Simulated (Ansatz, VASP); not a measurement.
# One calculation of Al2O3, two programs

File INCAR:

```
  ALGO = Normal
  EDIFF = 1E-7
  ENCUT = 520
  GGA = PS
  ISIF = 2
  ISMEAR = 0
  LASPH = True
  LCHARG = False
  LREAL = False
  LWAVE = False
  NBANDS = 20
  NELM = 80
  PREC = Accurate
  SIGMA = 0.01
```

The input KPOINTS:

```
k-points
0
Gamma
  12 12 4
```

Contents of POSCAR:

```
Al2O3
1.0
    2.9347702491      0.0000000000      0.0000000000
   -1.4673846383      2.5415856547      0.0000000000
    0.0000000000      0.0000000000      7.3670063363
Al O
2 3
Direct
    0.0000000000      0.0000000000      0.2779510000
    0.0000000000      0.0000000000      0.7220490000
    0.3333333333      0.6666666667      0.1994540000
    0.6666666667      0.3333333333      0.8005460000
    0.0000000000      0.0000000000      0.5000000000
```

Input for Ansatz:

```yaml
crystal:
  lattice:
    - [2.9347702491053522, 0.0, 0.0]
    - [-1.4673846382582632, 2.5415856546851603, 0.0]
    - [0.0, 0.0, 7.36700633627509]
  atoms:
    - { symbol: Al, position: [0.0, 0.0, 0.277951] }
    - { symbol: Al, position: [0.0, 0.0, 0.722049] }
    - { symbol: O, position: [0.3333333333333333, 0.6666666666666666, 0.199454] }
    - { symbol: O, position: [0.6666666666666666, 0.3333333333333333, 0.800546] }
    - { symbol: O, position: [0.0, 0.0, 0.5] }
basis:
  ecutwfc: 421.77648681281397
kpoints:
  mp_grid:
    grid: [12, 12, 4]
hamiltonian:
  xc: pbesol
scf:
  convergence:
    dr2_threshold: 1.0e-10
  occupations:
    method: fixed
output:
  stress: true
```

Alike in both runs: task single point; functional PBEsol; k mesh 12 × 12 × 4; no spin polarisation.

|  | VASP | Ansatz |
| --- | --- | --- |
| version | VASP 6.6.1 | Ansatz 0.2.0 |
| potentials or method | VASP PAW PBE potentials, release 64 (Al, O), cutoff 520 eV | plane waves, PAW |
| occupations | gaussian, width 0.01 eV | fixed |
| valence electrons in the cell | 24 | 24 |

|  | VASP | Ansatz | Ansatz less VASP |
| --- | --- | --- | --- |
| pressure (GPa) | 11.9 | 11.4 | -0.52 |
| traceless stress, the component that is largest in VASP (GPa) | 3.66 | 3.17 | -0.492 |

VASP's potentials were made for PBE, not for PBEsol.
